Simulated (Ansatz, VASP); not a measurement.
# Two plane-wave programs on AlN

```
CELL_PARAMETERS angstrom
-1.63784 2.83682 0.00000
0.00000 0.00000 4.10063
4.91352 2.83682 0.00000
ATOMIC_POSITIONS crystal
Al 0.68791 0.75000 0.15360
Al 0.00000 0.75000 0.66667
Al 0.00000 0.25000 0.33333
Al 0.50000 0.25000 0.83333
N 0.50000 0.25000 0.16667
N 0.00000 0.25000 0.66667
N 0.00000 0.75000 0.33333
N 0.50000 0.75000 0.83333
```

Alike in both runs: task single point; functional LDA; k mesh 8 × 6 × 4; occupations gaussian, width 0.05 eV; no spin polarisation.

|  | VASP | Ansatz |
| --- | --- | --- |
| version | VASP 6.6.1 | Ansatz 0.2.0 |
| potentials or method | VASP PAW LDA potentials, release 64 (Al, N), cutoff 520 eV | scalar-relativistic, plane waves, PAW |
| valence electrons in the cell | 32 | 32 |

```csv
,VASP,Ansatz,Ansatz less VASP
gap on the k mesh at the Fermi level (eV),2.91,2.91,+0.001
least direct gap on the mesh (eV),2.91,2.91,+0.001
pressure (GPa),17.0,16.1,-0.94
"traceless stress, the component that is largest in VASP (GPa)",30.13,29.46,-0.671
rms of the force components (eV/Å),5.359,5.279,-0.0800
```

Ansatz warns that its potentials were made for another functional, while VASP's fit it. LDA's correlation is that of Perdew and Zunger in VASP and of Perdew and Wang (1992) in Ansatz. Atom by atom the forces differ by 0.081 eV/Å (rms over components).
